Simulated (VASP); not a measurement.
Write the native input for VASP 6.6.1 that does the following.

| Item | Value |
| --- | --- |
| Task | single point |
| Functional | LDA |
| Potentials or basis | VASP PAW LDA potentials, release 64 (W_sv, S) |
| Cutoff | 520 eV |
| k mesh | 10 × 10 × 10 |
| Occupations | gaussian, width 0.1 eV |
| Spin | no spin polarisation |
| Dipole correction | no |
| Further INCAR settings | ALGO = Normal; EDIFF = 1e-06; NBANDS = 20 |

The structure of WS2 lies in POSCAR:

```
WS2
1.0
    1.5790000000      0.9116360751      6.1633333333
   -1.5790000000      0.9116360751      6.1633333333
    0.0000000000     -1.8232721501      6.1633333333
W S
1 2
Direct
    0.0000000000      0.0000000000      0.0000000000
    0.5810000000      0.5810000000      0.5810000000
    0.7503000000      0.7503000000      0.7503000000
```

These files were run (other wordings do the same):

INCAR

```
SYSTEM = WS2
PREC = Accurate ; ENCUT = 520
EDIFF = 1E-6 ; ISMEAR = 0
SIGMA = 0.1 ; LREAL = .False.
LASPH = .True. ; NELM = 60
ALGO = Normal ; ISIF = 2
LWAVE = .False. ; LCHARG = .False.
GGA = CA ; NBANDS = 20
```

KPOINTS

```
Automatic mesh
0
Gamma
  10 10 10
  0 0 0
```

Potentials or basis: VASP PAW LDA potentials, release 64 (W_sv, S).

Run with:

```console
$ cat potpaw_LDA.64/W_sv/POTCAR potpaw_LDA.64/S/POTCAR > POTCAR
$ mpirun -np 1 vasp_std > vasp.out
```

It gave:

```yaml
Pressure: -3.3 GPa
Largest_force: 0.587 eV/Å
Band_gap_on_the_k_mesh: 0.99 eV (least direct gap 2.23 eV)
```

Caveat: the cell stands under tension; spin-orbit coupling is left out, which moves the levels of the heavy elements.

Wall time 3.9 min on 1 thread of AMD EPYC 9R14 (Zen 4) (shared host), peak memory 0.29 GiB.
